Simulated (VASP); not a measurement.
Crystal: Cl.

```
Cl
1.0
     2.24984    0.00000    0.00000
     0.00000    2.76760    0.00000
     0.00000    0.00000    5.01124
Cl
1
Direct
  0.00000 0.00000 0.50000
```

The cell was generated, and may not be a known phase.

```yaml
Program: VASP 6.6.1
Task: relaxation of cell and atoms
Functional: PBE
Potentials_or_basis: VASP PAW PBE potentials, release 64 (Cl)
Cutoff: 500 eV
k_mesh: 8 × 6 × 4
Occupations: gaussian, width 0.1 eV
Spin: no spin polarisation
```

At the start: pressure 6.4 GPa; volume 31.20 Å³/atom.

**Question.** How do energy, volume and symmetry change on relaxing?

**Answer.** Over 9 steps the energy falls by 173.7 meV/atom and the volume is 38.12 Å³/atom (+22.2 %); space group Pmmm (No. 47, to 0.1 Å) before and after.

Step by step:
```tsv
step	energy change (eV)	largest force (eV/Å)	pressure (GPa)	volume (Å³)
1	0.0000	0.0000	6.43	31.20
2	-0.1075	0.0000	-1.65	37.10
3	-0.1167	0.0000	-0.33	35.53
4	-0.1642	0.0000	0.54	36.23
5	-0.1669	0.0000	0.89	36.39
6	-0.1669	0.0000	0.97	36.42
7	-0.1734	0.0000	-0.03	37.88
8	-0.1734	0.0000	-0.14	38.05
9	-0.1737	0.0000	0.00	38.12
```

Final structure:
```
Cl
1.0
     2.31091    0.00000    0.00000
     0.00000    3.31493    0.00000
     0.00000    0.00000    4.97612
Cl
1
Direct
  0.00000 0.00000 0.50000
```

Caveat: the k points lie up to 0.34 Å⁻¹ apart in the final cell, too coarse for converged energies and pressures of a metal; the volume moved by over 15 % at a fixed basis, so the end points are rough; an odd number of electrons without spin polarisation forces a metal; a magnetic or distorted state may lie lower.
